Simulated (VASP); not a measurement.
# AlN (P6_3/mmc) in VASP: further runs

AlN is run at these levels: PBEsol; tasks: single point.

Everything below comes from runs of VASP 6.6.1. Logs are shortened: lines on timing, memory, paths and dates and some standing lists are left out, and cuts for length are marked.

## 1. The cell of the first run

The structure is hexagonal, space group P6_3/mmc (No. 194). Conventional cell: a = 3.202 Å, b = 3.202 Å, c = 4.183 Å, α = 90.00°, β = 90.00°, γ = 120.00°. Within 2.5 Å of Al (site symmetry -6m2) lie 5 N at 1.85 to 2.09 Å. N (site symmetry -6m2) has 5 Al at 1.85 to 2.09 Å within 2.5 Å.

## 2. Single point, PBEsol

File INCAR:

```
  ALGO = Normal
  EDIFF = 1E-7
  ENCUT = 520
  GGA = PS
  ISIF = 2
  ISMEAR = 0
  LASPH = True
  LCHARG = False
  LREAL = False
  LWAVE = False
  NBANDS = 16
  NELM = 80
  PREC = Accurate
  SIGMA = 0.05
```

File KPOINTS:

```
k-points
0
Gamma
  9 9 6
```

File POSCAR:

```
AlN
1.0
    3.2025000000      0.0000000000      0.0000000000
   -1.6012500000      2.7734463556      0.0000000000
    0.0000000000      0.0000000000      4.1826000000
Al N
2 2
Direct
    0.3333333333      0.6666666667      0.7500000000
    0.6666666667      0.3333333333      0.2500000000
    0.3333333333      0.6666666667      0.2500000000
    0.6666666667      0.3333333333      0.7500000000
```

Potentials or basis: VASP PAW PBE potentials, release 64 (Al, N).

Started as:

```sh
$ cat potpaw_PBE.64/Al/POTCAR potpaw_PBE.64/N/POTCAR > POTCAR
$ mpirun -np 1 vasp_std > vasp.out
```

OUTCAR:

```text
EDIFF = 1E-7
   ENCUT = 520
   GGA = PS
   ISIF = 2
   ISMEAR = 0
   LASPH = True
   LREAL = False
   NELM = 80
   PREC = Accurate

 ion  position               nearest neighbor table
   1  0.333  0.667  0.750-   4 1.85   4 1.85   4 1.85   3 2.09   3 2.09   2 2.79   2 2.79   2 2.79
                             2 2.79   2 2.79   2 2.79
   2  0.667  0.333  0.250-   3 1.85   3 1.85   3 1.85   4 2.09   4 2.09   1 2.79   1 2.79   1 2.79
                             1 2.79   1 2.79   1 2.79
   3  0.333  0.667  0.250-   2 1.85   2 1.85   2 1.85   1 2.09   1 2.09
   4  0.667  0.333  0.750-   1 1.85   1 1.85   1 1.85   2 2.09   2 2.09

  LATTYP: Found a hexagonal cell.
 ALAT       =     3.2025000000
 C/A-ratio  =     1.3060421546

  Lattice vectors:

 A1 = (   3.2025000000,   0.0000000000,   0.0000000000)
 A2 = (  -1.6012500000,   2.7734463556,   0.0000000000)
 A3 = (   0.0000000000,   0.0000000000,   4.1826000000)

Analysis of symmetry for initial positions (statically):
=====================================================================
 Subroutine PRICEL returns:
 Original cell was already a primitive cell.

 Routine SETGRP: Setting up the symmetry group for a
 hexagonal supercell.

 Subroutine GETGRP returns: Found 24 space group operations
 (whereof 12 operations were pure point group operations)
 out of a pool of 24 trial point group operations.

The static configuration has the point symmetry D_3d.
 The point group associated with its full space group is D_6h.

Analysis of symmetry for dynamics (positions and initial velocities):
=====================================================================
 Subroutine PRICEL returns:
 Original cell was already a primitive cell.

 Routine SETGRP: Setting up the symmetry group for a
 hexagonal supercell.

 Subroutine GETGRP returns: Found 24 space group operations
 (whereof 12 operations were pure point group operations)
 out of a pool of 24 trial point group operations.

The dynamic configuration has the point symmetry D_3d.
 The point group associated with its full space group is D_6h.

 Subroutine INISYM returns: Found 24 space group operations
 (whereof 12 operations are pure point group operations),
 and found     1 'primitive' translations

----------------------------------------------------------------------------------------

                                     Primitive cell

[... 95 lines left out ...]
   LREAL  =      F    real-space projection
   EDIFFG = 0.1E-05   stopping-criterion for IOM
   NSW    =      0    number of steps for IOM
   IBRION =     -1    ionic relax: 0-MD 1-quasi-New 2-CG
   NFREE  =      0    steps in history (QN), initial steepest desc. (CG)
   ISIF   =      2    stress and relaxation
   ISYM   =      2    0-nonsym 1-usesym 2-fastsym
   POTIM  = 0.5000    time-step for ionic-motion
   TEBEG  =    0.0;   TEEND  =   0.0 temperature during run
   PSTRESS=    0.0 pullay stress
   NELECT =      16.0000    total number of electrons
   NUPDOWN=      -1.0000    fix difference up-down
   EMIN   =  10.00;   EMAX   =-10.00  energy-range for DOS
   EFERMI =   0.00;   METHOD = LEGACY
   ISMEAR =     0;   SIGMA  =   0.05  broadening in eV -4-tet -1-fermi 0-gaus
   EFERMI_NEDOS =   21; number of points for ismear=-14 and -15
   IALGO  =     38    algorithm
   IMIX   =      4    mixing-type and parameters
     AMIX     =   0.40;   BMIX     =  1.00
     AMIX_MAG =   1.60;   BMIX_MAG =  1.00
  volume/ion in A,a.u.               =       9.29        62.67
  Fermi-wavevector in a.u.,A,eV,Ry     =   1.236317  2.336300 20.796220  1.528479
  Thomas-Fermi vector in A             =   2.370930
   LORBIT       =      0    0 simple, 1 ext, 2 COOP (PROOUT), +10 PAW based schemes
   GGA     = PS    functional components
   LHFCALC =     F    Hartree Fock is set to
   AEXX    =    0.0000 exact exchange contribution
   IVDW    =     0    specifies the selected vdW correction
   LEPSILON=     F    determine dielectric tensor
   LRPA    =     F    only Hartree local field effects (RPA)
 non-spin polarized calculation
 Gauss-broadening in eV      SIGMA  =   0.05
  energy-cutoff  :      520.00
  volume of cell :       37.15
 maximum number of plane-waves:      1017
 NGX is ok and might be reduce to    24
   NGX = 11   NGY = 11   NGZ = 15

 number of electron      16.0000003 magnetization

 Free energy of the ion-electron system (eV)
  ---------------------------------------------------
  ext. energy  EPLUGINS =         0.00000000
  ---------------------------------------------------
  free energy    TOTEN  =       -30.82730987 eV

  energy without entropy =      -30.82730987  energy(sigma->0) =      -30.82730987

 E-fermi :   9.0565     XC(G=0): -11.6635

 val. band max:        8.7727274222   @ k =   0.0000   0.0000   0.0000
 cond. band min:      12.4079440429   @ k =   0.0000   0.0000   0.0000
 fundamental gap:      3.6352166208
 Fermi energy:         9.0565081186

 k-point     1 :       0.0000    0.0000    0.0000
  band No.  band energies     occupation
      1      -8.6443      2.00000
      2      -4.8132      2.00000
      3       1.2366      2.00000
      4       5.2829      2.00000
      5       5.2829      2.00000
      6       6.8487      2.00000
[... 433 lines left out ...]
      3       1.6787      2.00000
      4       2.8397      2.00000
      5       2.8397      2.00000
      6       5.2011      2.00000
[... 8 lines left out ...]
     15      20.3842      0.00000
     16      22.3242      0.00000

 [... further k-points ...]

------------------------ aborting loop because EDIFF is reached ----------------------------------------

  FORCE on cell =-STRESS in cart. coord.  units (eV):
  Direction    XX          YY          ZZ          XY          YZ          ZX
  --------------------------------------------------------------------------------------
  -------------------------------------------------------------------------------------
  Total        4.2294061      4.2294061      1.2089038      0.0000000     -0.0000000      0.0000000
  in kB      182.4041549    182.4041549     52.1371251      0.0000000     -0.0000000      0.0000000
  external PRESSURE =     138.9818116 kB  Pullay stress =       0.0000000 kB

 VOLUME and BASIS-vectors are now :
 -----------------------------------------------------------------------------
  energy-cutoff  :      520.00
  volume of cell :       37.15
      direct lattice vectors                 reciprocal lattice vectors
     3.202500000  0.000000000  0.000000000     0.312256050  0.180281115  0.000000000
    -1.601250000  2.773446356  0.000000000     0.000000000  0.360562229  0.000000000
     0.000000000  0.000000000  4.182600000     0.000000000  0.000000000  0.239085736

 POSITION                                       TOTAL-FORCE (eV/Angst)
 -----------------------------------------------------------------------------------
     -0.00000      1.84896      3.13695        -0.000000     -0.000000      0.000000
      1.60125      0.92448      1.04565         0.000000      0.000000      0.000000
     -0.00000      1.84896      1.04565         0.000000     -0.000000      0.000000
      1.60125      0.92448      3.13695        -0.000000      0.000000      0.000000
 -----------------------------------------------------------------------------------
    total drift:                               -0.000000      0.000000      0.000000

  FREE ENERGIE OF THE ION-ELECTRON SYSTEM (eV)
  ---------------------------------------------------
  free  energy   TOTEN  =       -30.8273098732 eV

  energy  without entropy=      -30.8273098732  energy(sigma->0) =      -30.82730987
```

Wall time 11 s (1 thread of Intel Xeon 6975P-C (Granite Rapids), shared host); peak memory 0.15 GiB.

What came out:

```yaml
Free_energy: -30.8273 eV
Pressure: 13.9 GPa
Band_gap_on_the_k_mesh: 3.64 eV, direct
```

Caveat: the PAW data sets were made with another functional, which shifts forces and pressure a little. A k mesh can miss the band edges.

## 3. Single point, PBEsol

This run uses another cell than the first one, of 9.17 Å³/atom, 0.988 times its volume.

File INCAR:

```
SYSTEM = AlN
  PREC = Accurate
  ENCUT = 520
  EDIFF = 1E-7
  ISMEAR = 0
  SIGMA = 0.05
  LREAL = .False.
  LASPH = .True.
  NELM = 80
  ALGO = Normal
  ISIF = 2
  LWAVE = .False.
  LCHARG = .False.
  GGA = PS
  NBANDS = 16
```

File KPOINTS:

```
Automatic mesh
0
Gamma
  9 9 6
  0 0 0
```

File POSCAR:

```
AlN
1.0
    3.2818000000      0.0000000000      0.0000000000
   -1.6409000000      2.8421221701      0.0000000000
    0.0000000000      0.0000000000      3.9342000000
Al N
2 2
Direct
    0.3333333333      0.6666666667      0.7500000000
    0.6666666667      0.3333333333      0.2500000000
    0.3333333333      0.6666666667      0.2500000000
    0.6666666667      0.3333333333      0.7500000000
```

Potentials or basis: VASP PAW PBE potentials, release 64 (Al, N).

Started as:

```sh
$ cat potpaw_PBE.64/Al/POTCAR potpaw_PBE.64/N/POTCAR > POTCAR
$ mpirun -np 1 vasp_std > vasp.out
```

Run time: 11 s. Hardware: 1 thread of Intel Xeon 6975P-C (Granite Rapids), shared host; peak memory 0.15 GiB.

The run converged. Its results:

```
Free energy            : -30.8044 eV
Pressure               : 15.1 GPa
Band gap on the k mesh : 3.88 eV, direct
```

Stress tensor (GPa, compression positive):
```
11.18  0.00  0.00
 0.00 11.18  0.00
 0.00  0.00 22.96
```

Levels at points of the mesh, in eV from the valence-band top:
```csv
k point,band 6,band 7,band 8,band 9,band 10,band 11
"(0.00, 0.00, 0.00)",-1.46,-1.46,0.00,3.88,5.05,8.52
"(0.00, 0.00, 0.50)",-2.52,-2.52,-2.52,6.20,6.20,8.54
```

Caveat: the PAW data sets were made with another functional, which shifts forces and pressure a little. A k mesh can miss the band edges.
